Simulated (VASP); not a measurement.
Wanted: the native input for a VASP 6.6.1 run.

```yaml
Task: single point
Functional: PBEsol
Potentials_or_basis: VASP PAW PBE potentials, release 64 (Sr_sv, Ca_sv, Si, Na_pv)
Cutoff: 520 eV
k_mesh: 5 × 5 × 4
Occupations: gaussian, width 0.01 eV
Spin: no spin polarisation
Dipole_correction: no
Further_INCAR_settings: ALGO = Normal; EDIFF = 1e-06; NBANDS = 38
```

The structure of Na4SrCaSi2 lies in POSCAR:

```
Na4SrCaSi2
1.0
    5.4030741506      0.0000000000      0.0000000000
    0.0000000000      5.4030741506      0.0000000000
    0.0000000000      0.0000000000      7.5774647693
Sr Ca Si Na
1 1 2 4
Direct
    0.0000000000      0.0000000000      0.0000000000
    0.5000000000      0.5000000000      0.5000000000
    0.0000000000      0.5000000000      0.2576830000
    0.5000000000      0.0000000000      0.7423170000
    0.0000000000      0.0000000000      0.5000000000
    0.5000000000      0.5000000000      0.0000000000
    0.0000000000      0.5000000000      0.7431210000
    0.5000000000      0.0000000000      0.2568790000
```

The input as run:

INCAR

```
PREC     = Accurate       # precision mode
ENCUT    = 520            # plane-wave cutoff, eV
EDIFF    = 1E-6           # SCF threshold, eV
ISMEAR   = 0              # smearing method
SIGMA    = 0.01           # smearing width, eV
LREAL    = F              # projectors in reciprocal space
LASPH    = T              # aspherical terms in the spheres
NELM     = 60             # most SCF steps
ALGO     = Normal         # electronic algorithm
ISIF     = 2              # what is computed and relaxed
LWAVE    = F              # write WAVECAR
LCHARG   = F              # write CHGCAR
GGA      = PS             # functional
NBANDS   = 38             # bands
```

KPOINTS

```
regular mesh
0
Gamma
  5 5 4
```

Potentials or basis: VASP PAW PBE potentials, release 64 (Sr_sv, Ca_sv, Si, Na_pv).

The run is started by

```sh
$ cat potpaw_PBE.64/Sr_sv/POTCAR potpaw_PBE.64/Ca_sv/POTCAR potpaw_PBE.64/Si/POTCAR potpaw_PBE.64/Na_pv/POTCAR > POTCAR
$ mpirun -np 1 vasp_std > vasp.out
```

It gave:

```yaml
Pressure: -2.1 GPa
Largest_force: 0.105 eV/Å
Band_gap_on_the_k_mesh: 0.08 eV (least direct gap 0.18 eV)
```

Caveat: the PAW data sets were made with another functional, which shifts forces and pressure a little.

Run time: 110 s on 1 thread of AMD EPYC 7R13 Processor (Zen 3), on a shared host, peak memory 0.35 GiB.
